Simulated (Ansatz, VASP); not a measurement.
**CaO: VASP beside Ansatz**

File POSCAR:

```
CaO
1.0
    0.0049408919      2.6218231203      2.6085044520
    2.5908627774      0.0082516183      2.6051937256
    2.5667533440      2.5944029604      0.0323610518
Ca O
1 1
Direct
    0.0114742110     -0.0190498409      0.0116547406
    0.2385257890      0.2690498409      0.2383452594
```

File INCAR.step1:

```
SYSTEM = CaO
PREC = Accurate
ENCUT = 520
ISMEAR = 0
SIGMA = 0.05
LREAL = .False.
LASPH = .True.
NELM = 60
NBANDS = 15
GGA = PE
ALGO = Normal
EDIFF = 1E-4
LWAVE = .True.
LCHARG = .False.
```

Contents of INCAR.step2:

```
SYSTEM = CaO
PREC = Accurate
ENCUT = 520
EDIFF = 1E-6
ISMEAR = 0
SIGMA = 0.05
LREAL = .False.
LASPH = .True.
NELM = 60
ALGO = Normal
ISIF = 2
LWAVE = .False.
LCHARG = .False.
METAGGA = R2SCAN
LMIXTAU = .True.
NBANDS = 15
ISTART = 1
```

File KPOINTS:

```
regular mesh
0
Gamma
  8 8 8
  0 0 0
```

Input for Ansatz:

```yaml
crystal:
  lattice:
    - [0.0049408919, 2.6218231203, 2.608504452]
    - [2.5908627774, 0.0082516183, 2.6051937256]
    - [2.566753344, 2.5944029604, 0.0323610518]
  atoms:
    - { symbol: Ca, position: [0.011474211, -0.0190498409, 0.0116547406] }
    - { symbol: O, position: [0.238525789, 0.2690498409, 0.2383452594] }
basis:
  ecutwfc: 500
  ecutrho_ratio: 4
kpoints:
  mp_grid: { grid: [8, 8, 8] }
hamiltonian:
  xc: r2scan
scf:
  occupations: { method: gaussian, width: 0.05 }
output:
  forces: true
  stress: true
  eigenvalues: true
```

Change from the starting cell: all atoms moved at random (sigma 0.06 Å), cell strained at random (1 %).

Alike in both runs: task single point; functional r2SCAN; k mesh 8 × 8 × 8; occupations gaussian, width 0.05 eV; no spin polarisation.

|  | VASP | Ansatz |
| --- | --- | --- |
| version | VASP 6.6.1 | Ansatz 0.2.0 |
| potentials or method | VASP PAW PBE potentials, release 64 (Ca_sv, O), cutoff 520 eV | scalar-relativistic, plane waves, PAW |
| valence electrons in the cell | 16 | 16 |

|  | VASP | Ansatz | Ansatz less VASP |
| --- | --- | --- | --- |
| gap on the k mesh at the Fermi level (eV) | 3.73 | 3.75 | +0.025 |
| least direct gap on the mesh (eV) | 4.34 | 4.35 | +0.016 |
| pressure (GPa) | 3.2 | 2.2 | -0.99 |
| traceless stress, the component that is largest in VASP (GPa) | 3.34 | 3.02 | -0.319 |
| rms of the force components (eV/Å) | 0.574 | 0.547 | -0.0272 |

VASP's potentials were made for PBE, not for r2SCAN. Atom by atom the forces differ by 0.027 eV/Å (rms over components).
